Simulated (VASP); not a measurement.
Set up this calculation in VASP 6.6.1, as the native input.

| Item | Value |
| --- | --- |
| Task | relaxation of cell and atoms |
| Functional | PBE |
| Potentials or basis | VASP PAW PBE potentials, release 64 (La) |
| Cutoff | 600 eV |
| k mesh | 13 × 13 × 13 |
| Occupations | fermi-dirac, width 0.05 eV |
| Spin | no spin polarisation |
| Target pressure | 4.4 GPa |
| Dipole correction | no |
| Further INCAR settings | ALGO = Normal; EDIFF = 1e-06; IBRION = 2; EDIFFG = -0.005; NSW = 60; ISIF = 3 |

The structure of La lies in POSCAR:

```
La
1.0
   -2.0207644208      2.0207644208      2.0207644208
    2.0207644208     -2.0207644208      2.0207644208
    2.0207644208      2.0207644208     -2.0207644208
La
1
Direct
    0.0000000000      0.0000000000      0.0000000000
```

These files were run (other wordings do the same):

INCAR

```
  PREC = Accurate
  ENCUT = 600
  EDIFF = 1E-6
  ISMEAR = -1
  SIGMA = 0.05
  LREAL = False
  LASPH = True
  NELM = 100
  ALGO = Normal
  ISIF = 3
  LWAVE = False
  LCHARG = False
  GGA = PE
  IBRION = 2
  NSW = 60
  EDIFFG = -0.005
  PSTRESS = 44.0
```

KPOINTS

```
regular mesh
0
Gamma
  13 13 13
```

Potentials or basis: VASP PAW PBE potentials, release 64 (La).

Launch:

```console
$ cat potpaw_PBE.64/La/POTCAR > POTCAR
$ mpirun -np 1 vasp_std > vasp.out
```

It gave:

| Quantity | Value |
| --- | --- |
| Relaxed volume | 33.05 Å³/atom |
| Relaxed cell | a = 3.502 Å, b = 3.502 Å, c = 3.502 Å, α = 109.47°, β = 109.47°, γ = 109.47° |
| Space group after relaxing (to 0.05 Å) | Im-3m (No. 229) |
| Energy change on relaxing (the enthalpy is what falls) | -1.3 meV/atom |
| Ionic steps | 3 |
| Pressure after relaxing | 4.4 GPa |

Caveat: the cell is relaxed towards a set pressure, so the enthalpy falls and the energy may rise.

It took 35 s on 1 thread of AMD EPYC 9R45 96-Core Processor (Zen 5) (shared host), peak memory 0.17 GiB.
